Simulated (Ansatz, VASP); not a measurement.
# As: VASP beside Ansatz

```
As
1.0
    -1.68738    1.68738   11.72007
     1.68738   -1.68738   11.72007
     1.68738    1.68738  -11.72007
As
4
Direct
  0.08904 0.08904 0.00000
  0.83904 0.33904 0.50000
  0.91096 0.91096 0.00000
  0.66096 0.16096 0.50000
```

Alike in both runs: functional PBE; k mesh 6 × 6 × 6; occupations gaussian, width 0.1 eV; no spin polarisation.

Ansatz relaxed the structure, and its values are those at the end. VASP's run is a single point on that final structure, the one shown.

|  | VASP | Ansatz |
| --- | --- | --- |
| version | VASP 6.6.1 | Ansatz 0.2.0 |
| potentials or method | VASP PAW PBE potentials, release 64 (As), cutoff 520 eV | scalar-relativistic, plane waves, PAW |
| valence electrons in the cell | 20 | 60 |

VASP gave:

| Property | Result |
| --- | --- |
| gap on the k mesh at the Fermi level (eV) | none |
| pressure (GPa) | 0.4 |
| rms of the force components (eV/Å) | 0.055 |

Estimate Ansatz's values.

gap on the k mesh at the Fermi level (eV): none; pressure (GPa): 0.2; rms of the force components (eV/Å): 0.002.

A gap of «none» marks a metal or a gap that the smearing closes. VASP's potentials hold 20 valence electrons a cell and Ansatz's 60, so a difference there can come from the potentials and not from the codes.

The k mesh is coarse, so the values compare programs but aren't converged.
